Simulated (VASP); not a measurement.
Here is a VASP 6.6.1 calculation.

Contents of INCAR:

```
ALGO = Normal
EDIFF = 1E-6
ENCUT = 520
GGA = PE
ISIF = 2
ISMEAR = 0
LASPH = True
LCHARG = False
LREAL = False
LWAVE = False
NBANDS = 10
NELM = 80
PREC = Accurate
SIGMA = 0.1
```

KPOINTS

```
k-points
0
Gamma
  10 10 10
```

The input POSCAR:

```
SbH
1.0
    0.0000000000      2.4659670416      2.4659670416
    2.4659670416      0.0000000000      2.4659670416
    2.4659670416      2.4659670416      0.0000000000
Sb H
1 1
Direct
    0.0000000000      0.0000000000      0.0000000000
    0.5000000000      0.5000000000      0.5000000000
```

Potentials or basis: VASP PAW PBE potentials, release 64 (Sb, H).

The run is started by

```bash
$ cat potpaw_PBE.64/Sb/POTCAR potpaw_PBE.64/H/POTCAR > POTCAR
$ mpirun -np 1 vasp_std > vasp.out
```

Question: What does it give for the band gap on the k mesh?

Answer: Zero (band 3 reaches 11.94 eV, above the bottom of band 4 at 5.24 eV).

Question: Estimate the pressure.

Answer: -0.6 GPa.

Caveat: spin-orbit coupling is left out, which moves the levels of the heavy elements.
